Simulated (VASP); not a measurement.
Input of a VASP 6.6.1 run:

INCAR

```
PREC = Accurate
ENCUT = 520
EDIFF = 1E-8
ISMEAR = 0
SIGMA = 0.15
LREAL = False
LASPH = True
NELM = 100
ALGO = Normal
ISIF = 2
LWAVE = False
LCHARG = False
GGA = PE
NBANDS = 18
IBRION = 8
NSW = 1
```

File KPOINTS:

```
Automatic mesh
0
Gamma
  21 21 10
```

File POSCAR:

```
Cu
1.0
    2.5672412656      0.0000000000      0.0000000000
   -1.2836206328      2.2232961536      0.0000000000
    0.0000000000      0.0000000000      4.1920560930
Cu
2
Direct
    0.3333333333      0.6666666667      0.2500000000
    0.6666666667      0.3333333333      0.7500000000
```

Potentials or basis: VASP PAW PBE potentials, release 64 (Cu).

Command:

```bash
$ cat potpaw_PBE.64/Cu/POTCAR > POTCAR
$ mpirun -np 1 vasp_std > vasp.out
```

(1) Predict the highest phonon frequency at Γ.

Results:

(1) 245 cm⁻¹.
